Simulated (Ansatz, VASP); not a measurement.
## C: VASP beside Ansatz

The input POSCAR:

```
C
1.0
   -2.1268362731     -1.2279462884      0.0110113261
    1.3968870171      0.0000000000     -3.5424027035
    4.6291490900     -8.8002817334      3.5112039462
C
10
Direct
    0.8222180101      0.1666542755      0.0666672544
    0.3888846768      0.3666542755      0.2666672544
   -0.0444486565      0.5666542755      0.4666672544
    0.5222180101      0.7666542755      0.6666672544
    0.0888846768      0.9666542755      0.8666672544
    0.6111153232      0.0333457245      0.9333327456
    0.3444486565      0.2333457245      0.1333327456
    0.9111153232      0.4333457245      0.3333327456
    0.4777819899      0.6333457245      0.5333327456
    0.0444486565      0.8333457245      0.7333327456
```

The input INCAR.step1:

```
SYSTEM = C
PREC = Accurate
ENCUT = 520
ISMEAR = 0
SIGMA = 0.05
LREAL = .False.
LASPH = .True.
NELM = 60
NBANDS = 31
GGA = PE
ALGO = Normal
EDIFF = 1E-4
LWAVE = .True.
LCHARG = .False.
```

The input INCAR.step2:

```
SYSTEM = C
PREC = Accurate
ENCUT = 520
EDIFF = 1E-6
ISMEAR = 0
SIGMA = 0.05
LREAL = .False.
LASPH = .True.
NELM = 60
ALGO = Normal
ISIF = 2
LWAVE = .False.
LCHARG = .False.
METAGGA = R2SCAN
LMIXTAU = .True.
NBANDS = 31
ISTART = 1
```

File KPOINTS:

```
Automatic mesh
0
Gamma
  11 8 3
  0 0 0
```

Input for Ansatz:

```yaml
crystal:
  lattice:
    - [-2.1268362731, -1.2279462884, 0.0110113261]
    - [1.3968870171, 0.0, -3.5424027035]
    - [4.62914909, -8.8002817334, 3.5112039462]
  atoms:
    - { symbol: C, position: [0.8222180101, 0.1666542755, 0.0666672544] }
    - { symbol: C, position: [0.3888846768, 0.3666542755, 0.2666672544] }
    - { symbol: C, position: [-0.0444486565, 0.5666542755, 0.4666672544] }
    - { symbol: C, position: [0.5222180101, 0.7666542755, 0.6666672544] }
    - { symbol: C, position: [0.0888846768, 0.9666542755, 0.8666672544] }
    - { symbol: C, position: [0.6111153232, 0.0333457245, 0.9333327456] }
    - { symbol: C, position: [0.3444486565, 0.2333457245, 0.1333327456] }
    - { symbol: C, position: [0.9111153232, 0.4333457245, 0.3333327456] }
    - { symbol: C, position: [0.4777819899, 0.6333457245, 0.5333327456] }
    - { symbol: C, position: [0.0444486565, 0.8333457245, 0.7333327456] }
basis:
  ecutwfc: 500
kpoints:
  mp_grid: { grid: [11, 8, 3] }
hamiltonian:
  xc: r2scan
scf:
  occupations: { method: gaussian, width: 0.05 }
output:
  forces: true
  stress: true
  eigenvalues: true
```

Alike in both runs: task single point; functional r2SCAN; k mesh 11 × 8 × 3; occupations gaussian, width 0.05 eV; no spin polarisation.

```csv
,VASP,Ansatz
version,VASP 6.6.1,Ansatz 0.2.0
potentials or method,"VASP PAW PBE potentials, release 64 (C), cutoff 520 eV","scalar-relativistic, plane waves, PAW"
valence electrons in the cell,40,40
```

```tsv
	VASP	Ansatz	Ansatz less VASP
gap on the k mesh at the Fermi level (eV)	0.26	0.26	-0.001
least direct gap on the mesh (eV)	0.26	0.26	-0.001
pressure (GPa)	0.4	-0.3	-0.64
traceless stress, the component that is largest in VASP (GPa)	12.39	12.00	-0.386
rms of the force components (eV/Å)	1.214	1.220	+0.0065
```

VASP's potentials were made for PBE, not for r2SCAN. Atom by atom the forces differ by 0.008 eV/Å (rms over components).
